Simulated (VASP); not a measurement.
Runs of VASP 6.6.1 on CdAu2. The structure is that of space group P6/mmm (No. 191), or close to it. The cells are those of the table. 

| task | cell | k mesh | cutoff (eV) | gap on the mesh (eV) | pressure (GPa) | relaxed volume (Å³/atom) |
| --- | --- | --- | --- | --- | --- | --- |
| relaxation of cell and atoms | relaxed from a = 4.757, b = 4.757, c = 2.979 Å, angles 90.0, 90.0, 120.0°, 3 atoms | 12 × 12 × 16 | 600 | none | 0.0 | 19.27 |
| relaxation of cell and atoms | relaxed from a = 3.933, b = 3.933, c = 4.247 Å, angles 90.0, 90.0, 120.0°, 3 atoms | 6 × 6 × 4 | 600 | none | 0.0 | (b) |
| single point | a = 3.933, b = 3.933, c = 4.247 Å, angles 90.0, 90.0, 120.0°, 3 atoms | 6 × 6 × 4 | 520 | none | 49.2 | - |
| single point | a = 4.785, b = 4.785, c = 2.911 Å, angles 90.0, 90.0, 120.0°, 3 atoms | 12 × 12 × 16 | 520 | none | 0.1 | - |
| relaxation of cell and atoms | relaxed from a = 4.721, b = 4.721, c = 3.041 Å, angles 90.0, 90.0, 120.0°, 3 atoms | 6 × 6 × 6 | 600 | none | 0.0 | (a) |
| single point | a = 4.757, b = 4.757, c = 2.979 Å, angles 90.0, 90.0, 120.0°, 3 atoms | 6 × 6 × 6 | 520 | none | -0.1 | - |
| single point | a = 4.721, b = 4.721, c = 3.041 Å, angles 90.0, 90.0, 120.0°, 3 atoms | 6 × 6 × 4 | 520 | none | 0.1 | - |

Alike in all rows: level PBE; potentials or basis VASP PAW PBE potentials, release 64 (Cd, Au); no spin polarisation; smearing gaussian 0.1 eV.

**Question.** Fill in the values left out.

**Answer.** (a) 19.45; (b) 19.58.

Caveats: some runs use coarse meshes; spin-orbit coupling is left out, which moves the levels of the heavy elements; a cell axis changed by over 15 % at a fixed basis, so the end point is rough (at least some runs).

A k mesh can miss the band edges, and the runs leave out spin-orbit coupling on Au, Cd.

A gap of «none» marks levels without a gap at the run's occupations.
